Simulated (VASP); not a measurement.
# FeGe (P-6m2) in VASP: a series of runs

FeGe is run at these levels: PBE; tasks: single point, relaxation of cell and atoms.

All numbers are computed with VASP 6.6.1; they aren't measurements. Logs are shortened: lines on timing, memory, paths and dates and some standing lists are left out, and cuts for length are marked.

**1. The cell of the first run**

It takes space group P-6m2 (No. 187, hexagonal). The conventional cell has a = 2.995 Å, b = 2.995 Å, c = 3.484 Å, α = 90.00°, β = 90.00°, γ = 120.00°. Within 3.2 Å of Fe (site symmetry -6m2) lie 6 Ge at 2.45 Å and 6 Fe at 2.99 Å. Within 3.2 Å of Ge (site symmetry -6m2) lie 6 Fe at 2.45 Å and 6 Ge at 2.99 Å.

**2. Single point, PBE, collinear spin, ferromagnetic start**

INCAR

```
SYSTEM = FeGe
PREC = Accurate
ENCUT = 520
EDIFF = 1E-6
ISMEAR = 0
SIGMA = 0.1
LREAL = .False.
LASPH = .True.
NELM = 150
ALGO = Normal
ISIF = 2
LWAVE = .False.
LCHARG = .False.
ISPIN = 2
MAGMOM = 4 0
LORBIT = 11
LMAXMIX = 4
GGA = PE
NBANDS = 22
```

KPOINTS

```
regular mesh
0
Gamma
  6 6 6
  0 0 0
```

POSCAR

```
FeGe
1.0
    2.9949373151     -0.0000000028      0.0000000000
   -1.4974686551      2.5936917991      0.0000000000
    0.0000000000      0.0000000000      3.4842775036
Fe Ge
1 1
Direct
    0.6666666667      0.3333333333      0.5000000000
    0.0000000000      0.0000000000      0.0000000000
```

Potentials or basis: VASP PAW PBE potentials, release 64 (Fe, Ge_d).

Command:

```
$ cat potpaw_PBE.64/Fe/POTCAR potpaw_PBE.64/Ge_d/POTCAR > POTCAR
$ mpirun -np 1 vasp_std > vasp.out
```

OUTCAR:

```text
SYSTEM = FeGe
   PREC = Accurate
   ENCUT = 520
   EDIFF = 1E-6
   ISMEAR = 0
   LREAL = .False.
   LASPH = .True.
   NELM = 150
   ISIF = 2
   ISPIN = 2
   LORBIT = 11
   GGA = PE

 ion  position               nearest neighbor table
   1  0.667  0.333  0.500-   2 2.45   2 2.45   2 2.45   2 2.45   2 2.45   2 2.45
   2  0.000  0.000  0.000-   1 2.45   1 2.45   1 2.45   1 2.45   1 2.45   1 2.45

  LATTYP: Found a hexagonal cell.
 ALAT       =     2.9949373151
 C/A-ratio  =     1.1633891254

  Lattice vectors:

 A1 = (   2.9949373151,  -0.0000000028,   0.0000000000)
 A2 = (  -1.4974686551,   2.5936917991,   0.0000000000)
 A3 = (   0.0000000000,   0.0000000000,   3.4842775036)

Analysis of symmetry for initial positions (statically):
=====================================================================
 Subroutine PRICEL returns:
 Original cell was already a primitive cell.

 Routine SETGRP: Setting up the symmetry group for a
 hexagonal supercell.

 Subroutine GETGRP returns: Found 12 space group operations
 (whereof 12 operations were pure point group operations)
 out of a pool of 24 trial point group operations.

The static configuration has the point symmetry D_3h.

Analysis of symmetry for dynamics (positions and initial velocities):
=====================================================================
 Subroutine PRICEL returns:
 Original cell was already a primitive cell.

 Routine SETGRP: Setting up the symmetry group for a
 hexagonal supercell.

 Subroutine GETGRP returns: Found 12 space group operations
 (whereof 12 operations were pure point group operations)
 out of a pool of 24 trial point group operations.

The dynamic configuration has the point symmetry D_3h.

Analysis of structural, dynamic, and magnetic symmetry:
=====================================================================
 Subroutine PRICEL returns:
 Original cell was already a primitive cell.

 Routine SETGRP: Setting up the symmetry group for a
 hexagonal supercell.

 Subroutine GETGRP returns: Found 12 space group operations
 (whereof 12 operations were pure point group operations)
 out of a pool of 24 trial point group operations.

The overall configuration has the point symmetry D_3h.

 Subroutine INISYM returns: Found 12 space group operations
 (whereof 12 operations are pure point group operations),
 and found     1 'primitive' translations

----------------------------------------------------------------------------------------

                                     Primitive cell

  volume of cell :      27.0657

  direct lattice vectors                    reciprocal lattice vectors
     2.994937315 -0.000000003  0.000000000     0.333896805  0.192775410  0.000000000
    -1.497468655  2.593691799  0.000000000     0.000000000  0.385550820  0.000000000
     0.000000000  0.000000000  3.484277504     0.000000000  0.000000000  0.287003546

  length of vectors
     2.994937315  2.994937315  3.484277504     0.385550820  0.385550820  0.287003546

  position of ions in fractional coordinates (direct lattice)
     0.666666667  0.333333333  0.500000000
     0.000000000  0.000000000  0.000000000

  ion indices of the primitive-cell ions
   primitive index   ion index
                 1           1
                 2           2

----------------------------------------------------------------------------------------

 KPOINTS: regular mesh

Automatic generation of k-mesh.
 Grid dimensions read from file:
 generate k-points for:    6    6    6

 Generating k-lattice:

  Cartesian coordinates                     Fractional coordinates (reciprocal lattice)
     0.055649467  0.032129235  0.000000000     0.166666667  0.000000000  0.000000000
     0.000000000  0.064258470  0.000000000     0.000000000  0.166666667  0.000000000
     0.000000000  0.000000000  0.047833924     0.000000000  0.000000000  0.166666667

  Length of vectors
     0.064258470  0.064258470  0.047833924

  Shift w.r.t. Gamma in fractional coordinates (k-lattice)
     0.000000000  0.000000000  0.000000000

 Subroutine IBZKPT returns following result:
 ===========================================

 Found     28 irreducible k-points:

 Following reciprocal coordinates:
            Coordinates               Weight
  0.000000  0.000000  0.000000      1.000000
  0.166667  0.000000  0.000000      6.000000
  0.333333 -0.000000  0.000000      6.000000
  0.500000 -0.000000  0.000000      3.000000
  0.166667  0.166667  0.000000      6.000000
  0.333333  0.166667  0.000000     12.000000
[... 16 lines left out ...]
  0.166667  0.000000  0.500000      6.000000
  0.333333 -0.000000  0.500000      6.000000
 [... further k-points ...]
   k-points           NKPTS =     28   k-points in BZ     NKDIM =     28   number of bands    NBANDS=     22
   number of dos      NEDOS =    301   number of ions     NIONS =      2
   total plane-waves  NPLWV =  16128
   dimension x,y,z NGX =    24 NGY =   24 NGZ =   28
   dimension x,y,z NGXF=    48 NGYF=   48 NGZF=   56
   ions per type =               1   1
   NGX,Y,Z   is equivalent  to a cutoff of  13.32, 13.32, 13.36 a.u.
   NGXF,Y,Z  is equivalent  to a cutoff of  26.64, 26.64, 26.72 a.u.
 SYSTEM =  FeGe
   PREC   = accura    normal or accurate (medium, high low for compatibility)
   ISTART =      0    job   : 0-new  1-cont  2-samecut
   ICHARG =      2    charge: 1-file 2-atom 10-const
   ISPIN  =      2    spin polarized calculation?
   LNONCOLLINEAR =      F non collinear calculations
   LSORBIT =      F    spin-orbit coupling
   LASPH  =      T    aspherical Exc in radial PAW
   ENCUT  =  520.0 eV  38.22 Ry    6.18 a.u.   5.57  5.57  6.48*2*pi/ulx,y,z
   NELM   =    150;   NELMIN=  2; NELMDL= -5     # of ELM steps
   EDIFF  = 0.1E-05   stopping-criterion for ELM
   LREAL  =      F    real-space projection
   EDIFFG = 0.1E-04   stopping-criterion for IOM
   NSW    =      0    number of steps for IOM
   IBRION =     -1    ionic relax: 0-MD 1-quasi-New 2-CG
   NFREE  =      0    steps in history (QN), initial steepest desc. (CG)
   ISIF   =      2    stress and relaxation
   ISYM   =      2    0-nonsym 1-usesym 2-fastsym
   POTIM  = 0.5000    time-step for ionic-motion
   TEBEG  =    0.0;   TEEND  =   0.0 temperature during run
   PSTRESS=    0.0 pullay stress
   NELECT =      22.0000    total number of electrons
   NUPDOWN=      -1.0000    fix difference up-down
   EMIN   =  10.00;   EMAX   =-10.00  energy-range for DOS
   EFERMI =   0.00;   METHOD = LEGACY
   ISMEAR =     0;   SIGMA  =   0.10  broadening in eV -4-tet -1-fermi 0-gaus
   EFERMI_NEDOS =   21; number of points for ismear=-14 and -15
   IALGO  =     38    algorithm
   IMIX   =      4    mixing-type and parameters
     AMIX     =   0.40;   BMIX     =  1.00
     AMIX_MAG =   1.60;   BMIX_MAG =  1.00
  volume/ion in A,a.u.               =      13.53        91.32
  Fermi-wavevector in a.u.,A,eV,Ry     =   1.527834  2.887187 31.759754  2.334276
  Thomas-Fermi vector in A             =   2.635676
   LORBIT       =     11    0 simple, 1 ext, 2 COOP (PROOUT), +10 PAW based schemes
   GGA     = PE    functional components
   LHFCALC =     F    Hartree Fock is set to
   AEXX    =    0.0000 exact exchange contribution
   IVDW    =     0    specifies the selected vdW correction
   LEPSILON=     F    determine dielectric tensor
   LRPA    =     F    only Hartree local field effects (RPA)
 spin polarized calculation
 Gauss-broadening in eV      SIGMA  =   0.10
  energy-cutoff  :      520.00
  volume of cell :       27.07
 maximum number of plane-waves:       757
 NGX is ok and might be reduce to    24
   NGX = 11   NGY = 11   NGZ = 13

 number of electron      22.0000006 magnetization       1.6209530

 Free energy of the ion-electron system (eV)
  ---------------------------------------------------
  ext. energy  EPLUGINS =         0.00000000
  ---------------------------------------------------
  free energy    TOTEN  =       -12.77876256 eV

  energy without entropy =      -12.77451124  energy(sigma->0) =      -12.77663690

 E-fermi :   7.4841     XC(G=0): -12.5715

 val. band max:        7.4535360493   @ k =   0.1667   0.0000   0.3333
 cond. band min:       7.4944648807   @ k =   0.1667   0.1667   0.0000
 fundamental gap:      0.0409288314
 Fermi energy:         7.4841219561

 spin component 1

 k-point     1 :       0.0000    0.0000    0.0000
  band No.  band energies     occupation
      1     -17.0890      1.00000
      2     -17.0890      1.00000
      3     -17.0257      1.00000
      4     -16.9887      1.00000
      5     -16.9887      1.00000
      6      -5.3997      1.00000
[... 14 lines left out ...]
     21      28.7096      0.00000
     22      28.7096      0.00000

 k-point     2 :       0.1667    0.0000    0.0000
  band No.  band energies     occupation
      1     -17.0950      1.00000
      2     -17.0665      1.00000
      3     -17.0107      1.00000
      4     -16.9996      1.00000
      5     -16.9922      1.00000
      6      -4.7872      1.00000
[... 542 lines left out ...]
 k-point    24 :       0.3333   -0.0000    0.5000
  band No.  band energies     occupation
      1     -17.1072      1.00000
      2     -17.0338      1.00000
      3     -17.0222      1.00000
      4     -17.0000      1.00000
      5     -16.9514      1.00000
      6      -1.6906      1.00000
[... 14 lines left out ...]
     21      28.9655      0.00000
     22      30.6193      0.00000

 [... further k-points ...]

 spin component 2

 k-point     1 :       0.0000    0.0000    0.0000
  band No.  band energies     occupation
      1     -17.1029      1.00000
      2     -17.1029      1.00000
      3     -17.0435      1.00000
      4     -17.0010      1.00000
      5     -17.0010      1.00000
      6      -5.4282      1.00000
[... 14 lines left out ...]
     21      28.6020      0.00000
     22      28.6020      0.00000

 k-point     2 :       0.1667    0.0000    0.0000
  band No.  band energies     occupation
      1     -17.1090      1.00000
      2     -17.0802      1.00000
      3     -17.0283      1.00000
      4     -17.0120      1.00000
      5     -17.0045      1.00000
      6      -4.8140      1.00000
[... 542 lines left out ...]
 k-point    24 :       0.3333   -0.0000    0.5000
  band No.  band energies     occupation
      1     -17.1215      1.00000
      2     -17.0460      1.00000
      3     -17.0354      1.00000
      4     -17.0123      1.00000
      5     -16.9684      1.00000
      6      -1.7280      1.00000
[... 14 lines left out ...]
     21      28.8837      0.00000
     22      30.6909      0.00000

 [... further k-points ...]
[... 5 lines left out ...]
  --------------------------------------------------------------------------------------
  -------------------------------------------------------------------------------------
  Total       -0.0162268     -0.0162268      0.0023954     -0.0000000     -0.0000000      0.0000000
  in kB       -0.9605620     -0.9605620      0.1417961     -0.0000000     -0.0000000      0.0000000
  external PRESSURE =      -0.5931093 kB  Pullay stress =       0.0000000 kB

 VOLUME and BASIS-vectors are now :
 -----------------------------------------------------------------------------
  energy-cutoff  :      520.00
  volume of cell :       27.07
      direct lattice vectors                 reciprocal lattice vectors
     2.994937315 -0.000000003  0.000000000     0.333896805  0.192775410  0.000000000
    -1.497468655  2.593691799  0.000000000     0.000000000  0.385550820  0.000000000
     0.000000000  0.000000000  3.484277504     0.000000000  0.000000000  0.287003546

 POSITION                                       TOTAL-FORCE (eV/Angst)
 -----------------------------------------------------------------------------------
      1.49747      0.86456      1.74214         0.000000     -0.000000      0.000000
      0.00000      0.00000      0.00000        -0.000000      0.000000      0.000000
 -----------------------------------------------------------------------------------
    total drift:                               -0.000000      0.000000      0.000000

  FREE ENERGIE OF THE ION-ELECTRON SYSTEM (eV)
  ---------------------------------------------------
  free  energy   TOTEN  =       -12.7787625588 eV

  energy  without entropy=      -12.7745112389  energy(sigma->0) =      -12.77663690

 total charge

# of ion       s       p       d       tot
------------------------------------------
    1        0.377   0.457   6.421   7.255
    2        1.139   1.228  10.092  12.459
--------------------------------------------------
tot          1.516   1.685  16.514  19.715

 magnetization (x)

# of ion       s       p       d       tot
------------------------------------------
    1        0.014   0.001   1.712   1.728
    2       -0.007  -0.058  -0.007  -0.073
--------------------------------------------------
tot          0.007  -0.057   1.705   1.655
```

It took 18 s on 1 thread of Intel Xeon 6975P-C, shared host; peak memory 0.17 GiB.

What came out:

```
Free energy                                           : -12.7788 eV
Pressure                                              : -0.1 GPa
Net moment                                            : 1.62 μB per cell
Site moments                                          : Fe +1.73; Ge -0.07 μB
Valence electrons inside the program's atomic spheres : Fe 7.25; Ge 12.46
```

Stress tensor (GPa, compression positive):
```
-0.10  0.00  0.00
 0.00 -0.10  0.00
 0.00  0.00  0.01
```

Levels at points of the mesh, in eV from the Fermi level:
Spin up:
| k point | band 8 | band 9 | band 10 | band 11 | band 12 | band 13 | band 14 | band 15 | band 16 | band 17 |
| --- | --- | --- | --- | --- | --- | --- | --- | --- | --- | --- |
| (0.00, 0.00, 0.00) | -2.26 | -2.26 | -1.25 | -1.25 | -0.80 | 5.21 | 7.57 | 7.57 | 11.86 | 12.28 |
| (0.50, 0.00, 0.00) | -3.12 | -3.05 | -1.45 | -0.99 | -0.26 | 2.89 | 4.98 | 7.23 | 8.80 | 9.07 |
| (0.00, 0.00, 0.50) | -2.07 | -2.03 | -2.03 | -1.60 | -1.60 | 8.14 | 8.14 | 13.57 | 13.58 | 14.89 |
| (0.50, 0.00, 0.50) | -4.32 | -2.34 | -1.85 | -1.44 | -0.95 | 0.99 | 2.49 | 6.20 | 8.45 | 10.17 |
Spin down:
| k point | band 7 | band 8 | band 9 | band 10 | band 11 | band 12 | band 13 | band 14 |
| --- | --- | --- | --- | --- | --- | --- | --- | --- |
| (0.00, 0.00, 0.00) | -1.98 | -0.82 | -0.61 | -0.61 | -0.11 | -0.11 | 6.10 | 7.72 |
| (0.50, 0.00, 0.00) | -6.26 | -2.39 | -1.48 | -0.34 | 0.97 | 1.79 | 2.88 | 5.22 |
| (0.00, 0.00, 0.50) | -7.17 | -0.54 | -0.54 | -0.27 | -0.27 | 0.09 | 8.09 | 8.09 |
| (0.50, 0.00, 0.50) | -4.81 | -3.75 | -1.48 | -1.03 | 0.55 | 1.04 | 1.97 | 3.48 |

Caveat: the k points lie up to 0.40 Å⁻¹ apart.

**3. Relaxation of cell and atoms, PBE, collinear spin, ferromagnetic start**

This run uses another cell than the first one, of 12.39 Å³/atom, 0.916 times its volume.

INCAR

```
ALGO = Normal
EDIFF = 1E-6
EDIFFG = -0.04
ENCUT = 600
GGA = PE
IBRION = 2
ISIF = 3
ISMEAR = 0
ISPIN = 2
LASPH = True
LCHARG = False
LMAXMIX = 4
LORBIT = 11
LREAL = False
LWAVE = False
MAGMOM = 4 0
NELM = 150
NSW = 90
PREC = Accurate
SIGMA = 0.1
```

KPOINTS

```
k-points
0
Gamma
  6 6 6
```

POSCAR

```
FeGe
1.0
    3.0861964100      0.0000000000      0.0000000000
   -1.5430982000      2.6727244900      0.0000000000
    0.0000000000      0.0000000000      3.0045509400
Fe Ge
1 1
Direct
    0.6666666700      0.3333333300      0.5000000000
    0.0000000000      0.0000000000      0.0000000000
```

Potentials or basis: VASP PAW PBE potentials, release 64 (Fe, Ge_d).

Command:

```
$ cat potpaw_PBE.64/Fe/POTCAR potpaw_PBE.64/Ge_d/POTCAR > POTCAR
$ mpirun -np 1 vasp_std > vasp.out
```

Wall time 4.1 min (1 thread of Intel Xeon 6975P-C, shared host); peak memory 0.19 GiB.

Results (log left out):

```yaml
Free_energy: -12.7775 eV
Relaxed_volume: 13.54 Å³/atom
Relaxed_cell: a = 2.994 Å, b = 2.994 Å, c = 3.487 Å, α = 90.00°, β = 90.00°, γ = 120.00°
Space_group_after_relaxing_to_0.05_Å: P-6m2 (No. 187)
Energy_gained_by_relaxing: 139.2 meV/atom
Ionic_steps: 11
Pressure_after_relaxing: 0.1 GPa
Net_moment: 1.62 μB per cell
Site_moments: Fe +1.73; Ge -0.07 μB
Valence_electrons_inside_the_program's_atomic_spheres: Fe 7.25; Ge 12.46
```

Stress tensor (GPa, compression positive):
```
0.13 0.00 0.00
0.00 0.13 0.00
0.00 0.00 0.01
```

The path:
```tsv
step	energy change (eV)	largest force (eV/Å)	pressure (GPa)	volume (Å³)
1	0.0000	0.0000	21.87	24.78
2	-0.0586	0.0000	-12.40	31.34
3	-0.2087	0.0000	-1.26	27.99
4	-0.2088	0.0000	-0.95	27.92
5	-0.2320	0.0000	-1.08	27.81
6	-0.2677	0.0000	-0.75	27.40
7	-0.1918	0.0000	0.90	26.22
8	-0.2782	0.0000	-0.39	27.17
9	-0.2784	0.0000	-0.46	27.13
10	-0.2778	0.0000	0.79	26.86
11	-0.2785	0.0000	0.09	27.08
```

Final structure:
```yaml
crystal:
  lattice:
    - [2.99426, 0.00000, 0.00000]
    - [-1.49713, 2.59311, 0.00000]
    - [0.00000, 0.00000, 3.48708]
  atoms:
    - { symbol: Fe, position: [0.66667, 0.33333, 0.50000] }
    - { symbol: Ge, position: [0.00000, 0.00000, 0.00000] }
```

Levels at points of the mesh, in eV from the Fermi level:
Spin up:
```csv
k point,band 10,band 11,band 12,band 13,band 14,band 15
"(0.00, 0.00, 0.00)",-1.25,-1.25,-0.82,5.18,7.58,7.58
"(0.50, 0.00, 0.00)",-1.45,-0.99,-0.26,2.90,4.97,7.21
"(0.00, 0.00, 0.50)",-2.04,-1.60,-1.60,8.14,8.14,13.57
"(0.50, 0.00, 0.50)",-1.85,-1.44,-0.96,0.98,2.48,6.20
```
Spin down:
```csv
k point,band 8,band 9,band 10,band 11,band 12,band 13
"(0.00, 0.00, 0.00)",-0.84,-0.61,-0.61,-0.11,-0.11,6.08
"(0.50, 0.00, 0.00)",-2.39,-1.49,-0.34,0.97,1.79,2.89
"(0.00, 0.00, 0.50)",-0.53,-0.53,-0.27,-0.27,0.08,8.09
"(0.50, 0.00, 0.50)",-3.74,-1.48,-1.03,0.55,1.04,1.97
```

Caveat: the k points lie up to 0.40 Å⁻¹ apart in the final cell.
